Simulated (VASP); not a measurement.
Write the native input for VASP 6.6.1 that does the following.

| Property | Result |
| --- | --- |
| Task | single point |
| Functional | PBEsol |
| Potentials or basis | VASP PAW PBE potentials, release 64 (Ge_d) |
| Cutoff | 520 eV |
| k mesh | 11 × 11 × 11 |
| Occupations | fermi-dirac, width 0.05 eV |
| Spin | no spin polarisation |
| Dipole correction | no |
| Further INCAR settings | ALGO = Normal; EDIFF = 1e-06; NBANDS = 21 |

The structure of Ge lies in POSCAR:

```
Ge
1.0
   -2.4449470096      2.5967485709      1.4076133202
    2.4449470096     -2.5967485709      1.4076133202
    2.4449470096      2.5967485709     -1.4076133202
Ge
2
Direct
    0.3140570000      0.0640570000      0.2500000000
    0.6859430000      0.9359430000      0.7500000000
```

One way to write it, as run:

INCAR

```
  PREC = Accurate
  ENCUT = 520
  EDIFF = 1E-6
  ISMEAR = -1
  SIGMA = 0.05
  LREAL = False
  LASPH = True
  NELM = 100
  ALGO = Normal
  ISIF = 2
  LWAVE = False
  LCHARG = False
  GGA = PS
  NBANDS = 21
```

KPOINTS

```
Automatic mesh
0
Gamma
  11 11 11
```

Potentials or basis: VASP PAW PBE potentials, release 64 (Ge_d).

Run with:

```bash
$ cat potpaw_PBE.64/Ge_d/POTCAR > POTCAR
$ mpirun -np 1 vasp_std > vasp.out
```

It gave:

- Pressure: 2.3 GPa
- Largest force: 0.051 eV/Å
- Band gap on the k mesh: zero (band 14 reaches 9.40 eV, above the bottom of band 15 at 3.68 eV)

Caveat: the PAW data sets were made with another functional, which shifts forces and pressure a little.

Wall time 110 s on 1 thread of Intel(R) Xeon(R) 6975P-C (Granite Rapids), with other jobs on the host, peak memory 0.26 GiB.
